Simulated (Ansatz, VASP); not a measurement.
**Ni in VASP and in Ansatz**

```
CELL_PARAMETERS angstrom
0.00000 1.77255 1.77255
1.77255 0.00000 1.77255
1.77255 1.77255 0.00000
ATOMIC_POSITIONS crystal
Ni 0.00000 0.00000 0.00000
```

Alike in both runs: task single point; functional LDA; k mesh 15 × 15 × 15; occupations fermi-dirac, width 0.1 eV; no spin polarisation.

|  | VASP | Ansatz |
| --- | --- | --- |
| version | VASP 6.6.1 | Ansatz 0.2.0 |
| potentials or method | VASP PAW LDA potentials, release 64 (Ni), cutoff 600 eV | PAW, plane waves, scalar-relativistic |
| valence electrons in the cell | 10 | 18 |

Ansatz gave:

| Quantity | Value |
| --- | --- |
| pressure (GPa) | -21.2 |

Problem. What did VASP give for the same quantities?

Solution. Pressure (GPa): -21.0.

LDA's correlation is that of Perdew and Zunger in VASP and of Perdew and Wang (1992) in Ansatz. VASP's potentials hold 10 valence electrons a cell and Ansatz's 18, so a difference there can come from the potentials and not from the codes.
